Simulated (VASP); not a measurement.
Input of a VASP 6.6.1 run:

Contents of INCAR:

```
PREC = Accurate
ENCUT = 520
EDIFF = 1E-7
ISMEAR = 0
SIGMA = 0.15
LREAL = False
LASPH = True
NELM = 60
ALGO = Normal
ISIF = 2
LWAVE = False
LCHARG = False
GGA = PS
NBANDS = 32
```

File KPOINTS:

```
Automatic mesh
0
Gamma
  16 16 16
```

POSCAR

```
VN2
1.0
   -2.1463000240      2.1143451850      2.4552814625
    2.1463000240     -2.1143451850      2.4552814625
    2.1463000240      2.1143451850     -2.4552814625
V N
2 4
Direct
    0.2500000000      0.2500000000      0.0000000000
    0.7500000000      0.7500000000      0.0000000000
    0.1142608421      0.6142608421      0.7285216842
    0.6142608421      0.8857391579      0.5000000000
    0.8857391579      0.3857391579      0.2714783158
    0.3857391579      0.1142608421      0.5000000000
```

Potentials or basis: VASP PAW PBE potentials, release 64 (V_sv, N).

Command:

```bash
$ cat potpaw_PBE.64/V_sv/POTCAR potpaw_PBE.64/N/POTCAR > POTCAR
$ mpirun -np 1 vasp_std > vasp.out
```

Problem. What does it give for the pressure?

Solution. 1.0 GPa.

Problem. What does it give for the band gap on the k mesh?

Solution. Zero (bands 23 and 24 overlap by 0.47 eV).

Forces on the atoms (eV/Å):
```
V    0.000  0.000  0.000
V    0.000  0.000  0.000
N    0.003  0.119  0.000
N   -0.003  0.119  0.000
N   -0.003 -0.119  0.000
N    0.003 -0.119  0.000
```

Caveat: the cell differs from its parent crystal (strain +0.0075 x Voigt [1, -1, 0, 0, 0, 0]); the stress differs along the axes, from -3 to 5 GPa; the PAW data sets were made with another functional, which shifts forces and pressure a little; the run has no spin polarisation, though such a crystal can be magnetic.
